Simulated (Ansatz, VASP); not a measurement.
Two plane-wave programs on MoSe

```
Mo Se
1.0
     0.00000    2.84052    2.84052
     2.84052    0.00000    2.84052
     2.84052    2.84052    0.00000
Mo Se
1 1
Cartesian
  0.0000 0.0000 0.0000
  1.4203 1.4203 1.4203
```

Alike in both runs: task single point; functional PBE; k mesh 15 × 15 × 15; occupations gaussian, width 0.05 eV; collinear spin; Hubbard terms Mo d U = 8.0 eV.

|  | VASP | Ansatz |
| --- | --- | --- |
| version | VASP 6.6.1 | Ansatz 0.2.0 |
| potentials or method | VASP PAW PBE potentials, release 64 (Mo_sv, Se), cutoff 520 eV | scalar-relativistic, plane waves, PAW |
| valence electrons in the cell | 20 | 30 |

```tsv
	VASP	Ansatz	Ansatz less VASP
net moment per atom (μB)	2.00	2.00	0.000
size of the moment on the site where the two differ most (μB)	3.78	2.90	-0.884
```

Site moments also hang on the region over which each program counts them. The programs project onto different local orbitals, so the same U acts differently, and such runs can settle in different states. VASP's potentials hold 20 valence electrons a cell and Ansatz's 30, so a difference there can come from the potentials and not from the codes. Ansatz's warnings: filled band counts differ across k points.
